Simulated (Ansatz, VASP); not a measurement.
One calculation of Zr, two programs

INCAR

```
SYSTEM = Zr
PREC = Accurate
ENCUT = 520
EDIFF = 1E-7
ISMEAR = -1
SIGMA = 0.03
LREAL = .FALSE.
LASPH = .TRUE.
NELM = 60
ALGO = Normal
ISIF = 2
LWAVE = .FALSE.
LCHARG = .TRUE.
GGA = CA
LELF = .TRUE.
LVHAR = .TRUE.
NBANDS = 12
```

File KPOINTS:

```
regular mesh
0
G
  16 16 16
  0 0 0
```

The input POSCAR:

```
Zr
1.0
   -1.8338185209      1.8338185209      1.8338185209
    1.8338185209     -1.8338185209      1.8338185209
    1.8338185209      1.8338185209     -1.8338185209
Zr
1
Direct
    0.0000000000      0.0000000000      0.0000000000
```

Input for Ansatz:

```yaml
crystal:
  lattice:
    - [-1.8338185209, 1.8338185209, 1.8338185209]
    - [1.8338185209, -1.8338185209, 1.8338185209]
    - [1.8338185209, 1.8338185209, -1.8338185209]
  atoms:
    - { symbol: Zr, position: [0.0, 0.0, 0.0] }
kpoints:
  mp_grid: { grid: [16, 16, 16] }
  band_path:
    path:
      - [0.0, 0.0, 0.0]
      - [0.5, -0.5, 0.5]
      - [0.0, 0.0, 0.5]
      - [0.0, 0.0, 0.0]
      - [0.25, 0.25, 0.25]
      - [0.5, -0.5, 0.5]
      - [0.25, 0.25, 0.25]
      - [0.0, 0.0, 0.5]
    npoints: 5
scf:
  occupations: { method: fermi_dirac, width: 0.03 }
hamiltonian:
  xc: lda
  pseudopotentials: { kind: all_electron, lapw: { basis_error: 0.0005 } }
output:
  forces: true
  stress: true
  eigenvalues: true
```

Change from the starting cell: volume scaled by 1.04.

Alike in both runs: task single point; functional LDA; k mesh 16 × 16 × 16; occupations fermi-dirac, width 0.03 eV; no spin polarisation.

|  | VASP | Ansatz |
| --- | --- | --- |
| version | VASP 6.6.1 | Ansatz 0.2.0 |
| potentials or method | VASP PAW LDA potentials, release 64 (Zr_sv), cutoff 520 eV | all-electron LAPW, scalar-relativistic |

Ansatz gave:

| Item | Value |
| --- | --- |
| pressure (GPa) | -12.0 |

Question: What did VASP give for the same quantities?

Answer: Pressure (GPa): -11.9.

LDA's correlation is that of Perdew and Zunger in VASP and of Perdew and Wang (1992) in Ansatz. Ansatz ran all-electron here, and VASP with PAW potentials.
